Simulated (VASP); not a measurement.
Write the native input for VASP 6.6.1 that does the following.

```yaml
Task: single point
Functional: PBE
Potentials_or_basis: VASP PAW PBE potentials, release 64 (Co, Si)
Cutoff: 520 eV
k_mesh: 11 × 11 × 11
Occupations: fermi-dirac, width 0.1 eV
Spin: no spin polarisation
Dipole_correction: no
Further_INCAR_settings: ALGO = Normal; EDIFF = 1e-07; NBANDS = 16
```

The structure of CoSi2 (fluorite type) lies in POSCAR:

```
CoSi2
1.0
    0.0000000000      2.4869018563      2.4869018563
    2.4869018563      0.0000000000      2.4869018563
    2.4869018563      2.4869018563      0.0000000000
Co Si
1 2
Direct
    0.0000000000      0.0000000000      0.0000000000
    0.2500000000      0.2500000000      0.2500000000
    0.7500000000      0.7500000000      0.7500000000
```

One way to write it, as run:

INCAR

```
SYSTEM = CoSi2
PREC = Accurate
ENCUT = 520
EDIFF = 1E-7
ISMEAR = -1
SIGMA = 0.1
LREAL = .False.
LASPH = .True.
NELM = 100
ALGO = Normal
ISIF = 2
LWAVE = .False.
LCHARG = .False.
GGA = PE
NBANDS = 16
```

KPOINTS

```
regular mesh
0
Gamma
  11 11 11
  0 0 0
```

Potentials or basis: VASP PAW PBE potentials, release 64 (Co, Si).

Run with:

```console
$ cat potpaw_PBE.64/Co/POTCAR potpaw_PBE.64/Si/POTCAR > POTCAR
$ mpirun -np 1 vasp_std > vasp.out
```

It gave:

| Property | Result |
| --- | --- |
| Pressure | 65.9 GPa |

Run time: 71 s on 1 thread of AMD EPYC 7R13, on a shared host, peak memory 0.14 GiB.
